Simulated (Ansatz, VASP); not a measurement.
# Two plane-wave programs on In3GaAs4

```
In Ga As
1.0
    -3.04231    3.04231    6.07939
     3.04231   -3.04231    6.07939
     3.04231    3.04231   -6.07939
In Ga As
3 1 4
Direct
  0.50000 0.50000 0.00000
  0.25000 0.75000 0.50000
  0.75000 0.25000 0.50000
  0.00000 0.00000 0.00000
  0.11701 0.11701 0.47432
  0.64269 0.64269 0.52568
  0.35731 0.88299 0.00000
  0.88299 0.35731 0.00000
```

Alike in both runs: task relaxation of cell and atoms; functional PBE; k mesh 8 × 8 × 8; occupations gaussian, width 0.1 eV; no spin polarisation.

|  | VASP | Ansatz |
| --- | --- | --- |
| version | VASP 6.6.1 | Ansatz 0.2.0 |
| potentials or method | VASP PAW PBE potentials, release 64 (In_d, Ga_d, As), cutoff 600 eV | scalar-relativistic, plane waves, PAW |
| valence electrons in the cell | 72 | 112 |

|  | VASP | Ansatz | Ansatz less VASP |
| --- | --- | --- | --- |
| gap on the k mesh at the Fermi level, each at its own relaxed structure (eV) | none | none | - |
| relaxed volume (Å³/atom) | 28.06 | 28.02 | -0.039 |
| relaxed length of the cell vector where the two differ most in proportion (Å) | 7.440 | 7.436 | -0.0040 |

A gap of «none» marks a metal or a gap that the smearing closes. VASP's potentials hold 72 valence electrons a cell and Ansatz's 112, so a difference there can come from the potentials and not from the codes.
